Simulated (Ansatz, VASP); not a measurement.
## Two plane-wave programs on Al3H2

```
CELL_PARAMETERS angstrom
1.51397 0.87409 7.09891
-1.51397 0.87409 7.09891
0.00000 -1.74818 7.09891
ATOMIC_POSITIONS crystal
Al 0.00000 0.00000 0.00000
Al 0.21831 0.21831 0.21831
Al 0.78169 0.78169 0.78169
H 0.41511 0.41511 0.41511
H 0.58489 0.58489 0.58489
```

Alike in both runs: functional PBE; k mesh 12 × 12 × 12; occupations gaussian, width 0.1 eV; no spin polarisation.

Ansatz relaxed the structure, and its values are those at the end. VASP's run is a single point on that final structure, the one shown.

```csv
,VASP,Ansatz
version,VASP 6.6.1,Ansatz 0.2.0
potentials or method,"VASP PAW PBE potentials, release 64 (Al, H), cutoff 520 eV","scalar-relativistic, plane waves, PAW"
valence electrons in the cell,11,11
```

|  | VASP | Ansatz | Ansatz less VASP |
| --- | --- | --- | --- |
| gap on the k mesh at the Fermi level (eV) | none | none | - |
| pressure (GPa) | -0.1 | 0.0 | +0.10 |

A gap of «none» marks a metal or a gap that the smearing closes.
